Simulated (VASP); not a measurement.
A run of VASP 6.6.1 is set up as follows.

File INCAR:

```
SYSTEM = BaHfO3
PREC     = Accurate       ! precision mode
ENCUT    = 600            ! plane-wave cutoff, eV
EDIFF    = 1E-6           ! SCF threshold, eV
ISMEAR   = 0              ! smearing method
SIGMA    = 0.02           ! smearing width, eV
LREAL    = .FALSE.        ! projectors in reciprocal space
LASPH    = .TRUE.         ! aspherical terms in the spheres
NELM     = 100            ! most SCF steps
ALGO     = Normal         ! electronic algorithm
ISIF     = 3              ! what is computed and relaxed
LWAVE    = .FALSE.        ! write WAVECAR
LCHARG   = .FALSE.        ! write CHGCAR
GGA      = CA             ! functional
IBRION   = 2              ! ionic algorithm
NSW      = 100            ! ionic steps
EDIFFG   = -0.002         ! ionic threshold
```

KPOINTS

```
regular mesh
0
G
  6 6 6
  0 0 0
```

POSCAR

```
BaHfO3
1.0
    4.1698367400      0.0000000000      0.0000000000
    0.0000000000      4.1698367400      0.0000000000
    0.0000000000      0.0000000000      4.1698367400
Ba Hf O
1 1 3
Direct
    0.5000000000      0.5000000000      0.5000000000
    0.0000000000      0.0000000000      0.0000000000
    0.0000000000      0.5000000000      0.0000000000
    0.5000000000      0.0000000000      0.0000000000
    0.0000000000      0.0000000000      0.5000000000
```

Potentials or basis: VASP PAW LDA potentials, release 64 (Ba_sv, Hf_pv, O).

Command:

```console
$ cat potpaw_LDA.64/Ba_sv/POTCAR potpaw_LDA.64/Hf_pv/POTCAR potpaw_LDA.64/O/POTCAR > POTCAR
$ mpirun -np 1 vasp_std > vasp.out
```

Predict the band gap on the k mesh.

3.48 eV, indirect (least direct gap 3.64 eV).

Predict the relaxed cell.

a = 4.121 Å, b = 4.121 Å, c = 4.121 Å, α = 90.00°, β = 90.00°, γ = 90.00°.

Final structure:
```
Ba Hf O
1.0
     4.12122    0.00000    0.00000
     0.00000    4.12122    0.00000
     0.00000    0.00000    4.12122
Ba Hf O
1 1 3
Direct
  0.50000 0.50000 0.50000
  0.00000 0.00000 0.00000
  0.00000 0.50000 0.00000
  0.50000 0.00000 0.00000
  0.00000 0.00000 0.50000
```

Caveat: spin-orbit coupling is left out, which moves the levels of the heavy elements. A k mesh can miss the band edges.
